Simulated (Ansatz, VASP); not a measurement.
# Yb: VASP beside Ansatz

```
Yb
1.0
     3.29239    0.00000    0.00000
     0.00000    3.29239    0.00000
     0.00000    0.00000    3.29239
Yb
1
Direct
  0.00000 0.00000 0.00000
```

Alike in both runs: functional r2SCAN; k mesh 9 × 9 × 9; occupations fermi-dirac, width 0.1 eV; no spin polarisation.

Ansatz relaxed the structure, and its values are those at the end. VASP's run is a single point on that final structure, the one shown.

|  | VASP | Ansatz |
| --- | --- | --- |
| version | VASP 6.6.1 | Ansatz 0.2.0 |
| potentials or method | VASP PAW PBE potentials, release 64 (Yb), cutoff 520 eV | plane waves (500 eV) with PAW, scalar-relativistic |
| valence electrons in the cell | 24 | 24 |

Ansatz gave:

* pressure (GPa): 0.0

Question: Which values does VASP return?

Answer: Pressure (GPa): -0.2.

VASP's potentials were made for PBE, not for r2SCAN. The functional is the same, so the differences come from potentials, cutoffs and numerics.

Neither program's run includes spin-orbit coupling.
